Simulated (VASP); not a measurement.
Wanted: the native input for a VASP 6.6.1 run.

- Task: single point
- Functional: PBE
- Potentials or basis: VASP PAW PBE potentials, release 64 (V_sv, O)
- Cutoff: 520 eV
- k mesh: 8 × 12 × 8
- Occupations: gaussian, width 0.1 eV
- Spin: collinear spin, ferromagnetic start
- Starting moments: [0.92, 0.92, 0.0, 0.0, 0.0, 0.0] μB
- Dipole correction: no
- Further INCAR settings: ALGO = Normal; EDIFF = 1e-06; NBANDS = 38

The structure of VO2 lies in POSCAR:

```
VO2
1.0
    4.5818078734      0.0000000000      0.0726108591
    0.0000000000      2.8383342678      0.0000000000
   -0.0721994408      0.0000000000      4.5843152873
V O
2 4
Direct
    0.0000000000      0.0000000000      0.0000000000
    0.5000000000      0.5000000000      0.5000000000
    0.7998225372      0.5000000000      0.1998138073
    0.2001774628      0.5000000000      0.8001861927
    0.7001915258      0.0000000000      0.6998120000
    0.2998084742      0.0000000000      0.3001880000
```

The input as run:

INCAR

```
ALGO = Normal
EDIFF = 1E-6
ENCUT = 520
GGA = PE
ISIF = 2
ISMEAR = 0
ISPIN = 2
LASPH = True
LCHARG = True
LELF = True
LMAXMIX = 4
LORBIT = 11
LREAL = False
LUSENCCL = False
LVHAR = True
LWAVE = False
MAGMOM = 0.92 0.92 0 0 0 0
NBANDS = 38
NELM = 150
PREC = Accurate
SIGMA = 0.1
```

KPOINTS

```
k-points
0
Gamma
  8 12 8
```

Potentials or basis: VASP PAW PBE potentials, release 64 (V_sv, O).

Launch:

```bash
$ cat potpaw_PBE.64/V_sv/POTCAR potpaw_PBE.64/O/POTCAR > POTCAR
$ mpirun -np 1 vasp_std > vasp.out
```

It gave:

```
Pressure                                              : 0.8 GPa
Largest force                                         : 0.032 eV/Å
Band gap on the k mesh                                : zero (filled and empty bands overlap)
Net moment                                            : 2.00 μB per cell
Site moments                                          : V +1.05; O -0.05 μB
Valence electrons inside the program's atomic spheres : V 11.52; O 5.05
```

Caveat: semilocal functionals often make such compounds metallic where correlation or magnetic order opens a gap, which also shifts bond lengths.

Wall time 28 min on 1 × NVIDIA H100 80GB with 1 thread of AMD EPYC 7R13 Processor (Zen 3), on a shared host, peak memory 1.8 GiB.
